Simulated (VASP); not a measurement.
Co, 1 atom in the cell. Symmetry: Fm-3m, No. 225, cubic system. The conventional cell has a = 3.602 Å, b = 3.602 Å, c = 3.602 Å, α = 90.00°, β = 90.00°, γ = 90.00°. Co (site symmetry m-3m) has 12 Co at 2.55 Å within 3.4 Å. 

* Program: VASP 6.6.1
* Task: single point
* Functional: PBE
* Potentials or basis: VASP PAW PBE potentials, release 64 (Co)
* Cutoff: 520 eV
* k mesh: 11 × 11 × 11
* Occupations: gaussian, width 0.1 eV
* Spin: collinear spin, ferromagnetic start
* Starting moments: [1.25] μB
* Fixed moment: 1.25 μB
* Dipole correction: no
* Further INCAR settings: ALGO = Normal; EDIFF = 1e-06; NBANDS = 14

Potentials or basis: VASP PAW PBE potentials, release 64 (Co).

Launch:

```console
$ cat potpaw_PBE.64/Co/POTCAR > POTCAR
$ mpirun -np 1 vasp_std > vasp.out
```

Hardware: 1 thread of AMD EPYC 7R13 Processor (Zen 3), with other jobs on the host.

Q: Estimate the wall time of this run.

A: Run time: 14 s on 1 thread of AMD EPYC 7R13 Processor (Zen 3), on a shared host, peak memory 0.11 GiB. Counts: scf iterations 13, k points 56.
